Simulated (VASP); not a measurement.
Runs of VASP 6.6.1 on BeS (lda). The structure is that of space group F-43m (No. 216), or close to it. The cells are those of the table. 

```csv
task,cell,k mesh,smearing,gap on the mesh (eV),pressure (GPa)
single point,"a = 3.391 Å, angles 60.0°, 2 atoms",8 × 8 × 8,gaussian 0.01 eV,2.83,0.1
relaxation of cell and atoms,"relaxed from a = 3.444 Å, angles 60.0°, 2 atoms",8 × 8 × 8,gaussian 0.02 eV,2.83,0.0
single point,"a = 3.444 Å, angles 60.0°, 2 atoms",6 × 6 × 6,gaussian 0.1 eV,2.93,(a)
single point,"a = 3.391 Å, angles 60.0°, 2 atoms",8 × 8 × 8,gaussian 0.02 eV,2.83,0.1
```

Alike in all rows: level LDA; potentials or basis VASP PAW LDA potentials, release 64 (Be, S); no spin polarisation; cutoff (eV) 600.

Estimate the missing entries.

(a) -4.2.

A k mesh can miss the band edges.
